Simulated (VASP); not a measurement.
Wanted: the native input for a VASP 6.6.1 run.

- Task: relaxation of cell and atoms
- Functional: PBE
- Potentials or basis: VASP PAW PBE potentials, release 64 (W_sv, Co)
- Cutoff: 600 eV
- k mesh: 12 × 12 × 12
- Occupations: gaussian, width 0.1 eV
- Spin: no spin polarisation
- Dipole correction: no
- Further INCAR settings: ALGO = Fast; EDIFF = 1e-06; IBRION = 2; EDIFFG = -0.01; NSW = 80; ISIF = 3

The structure of CoW3 lies in POSCAR:

```
CoW3
1.0
    0.0000000000      3.1063930068      3.1063930068
    3.1063930068      0.0000000000      3.1063930068
    3.1063930068      3.1063930068      0.0000000000
W Co
3 1
Direct
    0.2500000000      0.2500000000      0.2500000000
    0.7500000000      0.7500000000      0.7500000000
    0.5000000000      0.5000000000      0.5000000000
    0.0000000000      0.0000000000      0.0000000000
```

These files were run (other wordings do the same):

INCAR

```
  ALGO = Fast
  EDIFF = 1E-6
  EDIFFG = -0.01
  ENCUT = 600
  GGA = PE
  IBRION = 2
  ISIF = 3
  ISMEAR = 0
  LASPH = True
  LCHARG = False
  LREAL = False
  LWAVE = False
  NELM = 100
  NSW = 80
  PREC = Accurate
  SIGMA = 0.1
```

KPOINTS

```
k-points
0
Gamma
  12 12 12
```

Potentials or basis: VASP PAW PBE potentials, release 64 (W_sv, Co).

Run with:

```console
$ cat potpaw_PBE.64/W_sv/POTCAR potpaw_PBE.64/Co/POTCAR > POTCAR
$ mpirun -np 1 vasp_std > vasp.out
```

Results of the run:

- Relaxed volume: 14.91 Å³/atom
- Relaxed cell: a = 4.385 Å, b = 4.385 Å, c = 4.385 Å, α = 60.00°, β = 60.00°, γ = 60.00°
- Space group after relaxing (to 0.1 Å): Fm-3m (No. 225)
- Energy gained by relaxing: 0.4 meV/atom
- Ionic steps: 3
- Pressure after relaxing: -0.1 GPa
- Band gap on the k mesh: zero (an odd number of electrons rules out a gap without spin polarisation)

Caveat: spin-orbit coupling is left out, which moves the levels of the heavy elements; the run has no spin polarisation, though such a crystal can be magnetic.

Wall time 6.1 min on 1 thread of AMD EPYC 9R45 96-Core Processor (Zen 5), with other jobs on the host, peak memory 0.28 GiB.
